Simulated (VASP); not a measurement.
Crystal: CoO.

```
Co O
1.0
     0.00000    2.13150    2.13150
     2.13150    0.00000    2.13150
     2.13150    2.13150    0.00000
Co O
1 1
Direct
  0.00000 0.00000 0.00000
  0.50000 0.50000 0.50000
```

```yaml
Program: VASP 6.6.1
Task: relaxation of cell and atoms
Functional: PBEsol
Potentials_or_basis: VASP PAW PBE potentials, release 64 (Co, O)
Cutoff: 600 eV
k_mesh: 11 × 11 × 11
Occupations: fermi-dirac, width 0.05 eV
Spin: collinear spin, ferromagnetic start
Starting_moments: "[2.0, 0.0] μB"
```

At the start: pressure -11.5 GPa; volume 9.68 Å³/atom.

Q: Where does the relaxation end?

A: Over 4 steps the energy falls by 24.8 meV/atom and the volume is 9.03 Å³/atom (-6.8 %); space group Fm-3m (No. 225, to 0.05 Å); moment 2.75 μB per cell.

Step by step:
| step | energy change (eV) | largest force (eV/Å) | pressure (GPa) | volume (Å³) |
| --- | --- | --- | --- | --- |
| 1 | 0.0000 | 0.0000 | -11.51 | 19.37 |
| 2 | -0.0418 | 0.0000 | 4.03 | 17.48 |
| 3 | -0.0495 | 0.0000 | 0.52 | 18.00 |
| 4 | -0.0496 | 0.0000 | 0.04 | 18.05 |

Final structure:
```
Co O
1.0
     0.00000    2.08208    2.08208
     2.08208    0.00000    2.08208
     2.08208    2.08208    0.00000
Co O
1 1
Direct
  0.00000 0.00000 0.00000
  0.50000 0.50000 0.50000
```

Caveat: the PAW data sets were made with another functional, which shifts forces and pressure a little; a cell with one magnetic atom can't hold antiferromagnetic order, which such compounds often take.
